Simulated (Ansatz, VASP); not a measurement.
## Mg in VASP and in Ansatz

File INCAR:

```
SYSTEM = Mg
ALGO = Normal ; EDIFF = 1E-7
ENCUT = 520 ; GGA = PE
ISIF = 2 ; ISMEAR = 0
LASPH = .TRUE. ; LCHARG = .TRUE.
LELF = .TRUE. ; LREAL = .FALSE.
LVHAR = .TRUE. ; LWAVE = .FALSE.
NBANDS = 7 ; NELM = 60
PREC = Accurate ; SIGMA = 0.15
```

The input KPOINTS:

```
k-points
0
G
  18 18 18
  0 0 0
```

Contents of POSCAR:

```
Mg
1.0
   -1.6309433370      1.6309433370      1.9145856564
    1.6309433370     -1.6309433370      1.9145856564
    1.6309433370      1.6309433370     -1.9145856564
Mg
1
Direct
    0.0000000000      0.0000000000      0.0000000000
```

Input for Ansatz:

```yaml
crystal:
  lattice:
    - [-1.630943337, 1.630943337, 1.9145856564]
    - [1.630943337, -1.630943337, 1.9145856564]
    - [1.630943337, 1.630943337, -1.9145856564]
  atoms:
    - { symbol: Mg, position: [0.0, 0.0, 0.0] }
basis:
  ecutwfc: 420
kpoints:
  mp_grid: { grid: [18, 18, 18] }
hamiltonian:
  xc: pbe
scf:
  occupations: { method: gaussian, width: 0.15 }
output:
  forces: true
  stress: true
  eigenvalues: true
```

Change from the starting cell: strain -0.080 along x and y, +0.080 along z, atoms carried along.

Alike in both runs: task single point; functional PBE; k mesh 18 × 18 × 18; occupations gaussian, width 0.15 eV; no spin polarisation.

|  | VASP | Ansatz |
| --- | --- | --- |
| version | VASP 6.6.1 | Ansatz 0.2.0 |
| potentials or method | VASP PAW PBE potentials, release 64 (Mg), cutoff 520 eV | scalar-relativistic, plane waves, PAW |
| valence electrons in the cell | 2 | 10 |

```tsv
	VASP	Ansatz	Ansatz less VASP
gap on the k mesh at the Fermi level (eV)	none	none	-
pressure (GPa)	5.3	5.5	+0.11
traceless stress, the component that is largest in VASP (GPa)	0.42	0.42	0.000
```

A gap of «none» marks a metal or a gap that the smearing closes. VASP's potentials hold 2 valence electrons a cell and Ansatz's 10, so a difference there can come from the potentials and not from the codes.
